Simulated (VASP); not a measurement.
Wanted: the native input for a VASP 6.6.1 run.

```yaml
Task: relaxation of cell and atoms
Functional: PBE
Dispersion: D3(BJ)
Potentials_or_basis: VASP PAW PBE potentials, release 64 (Cd, Te)
Cutoff: 500 eV
k_mesh: 5 × 5 × 5
Occupations: gaussian, width 0.01 eV
Spin: no spin polarisation
Dipole_correction: no
Further_INCAR_settings: ALGO = Normal; EDIFF = 1e-07; IBRION = 2; EDIFFG = -0.03; NSW = 80; ISIF = 3
```

The structure of CdTe lies in POSCAR:

```
CdTe
1.0
    4.5325540000      0.0000000000      0.0000000000
    2.2662770000      3.9253069080      0.0000000000
    2.2662770000      1.3084356360      3.7008148439
Cd Te
1 1
Direct
    0.0000000000      0.0000000000      0.0000000000
    0.2500000000      0.2500000000      0.2500000000
```

The input as run:

INCAR

```
PREC = Accurate
ENCUT = 500
EDIFF = 1E-7
ISMEAR = 0
SIGMA = 0.01
LREAL = False
LASPH = True
NELM = 120
ALGO = Normal
ISIF = 3
LWAVE = False
LCHARG = False
GGA = PE
IVDW = 12
IBRION = 2
NSW = 80
EDIFFG = -0.03
GGA_COMPAT = False
NELMIN = 4
```

KPOINTS

```
Automatic mesh
0
Gamma
  5 5 5
```

Potentials or basis: VASP PAW PBE potentials, release 64 (Cd, Te).

Command:

```sh
$ cat potpaw_PBE.64/Cd/POTCAR potpaw_PBE.64/Te/POTCAR > POTCAR
$ mpirun -np 1 vasp_std > vasp.out
```

Results of the run:

```json
{"Relaxed volume": "34.73 Å³/atom", "Relaxed cell": "a = 4.614 Å, b = 4.614 Å, c = 4.614 Å, α = 60.00°, β = 60.00°, γ = 60.00°", "Space group after relaxing (to 0.05 Å)": "F-43m (No. 216)", "Energy gained by relaxing": "13.2 meV/atom", "Ionic steps": "3", "Pressure after relaxing": "0.0 GPa", "Band gap on the k mesh": "0.70 eV, direct", "Dispersion energy per atom": "-0.334 eV"}
```

Caveat: spin-orbit coupling is left out, which moves the levels of the heavy elements.

Run time: 38 s on 1 thread of Intel Xeon 6975P-C, with other jobs on the host, peak memory 0.22 GiB.
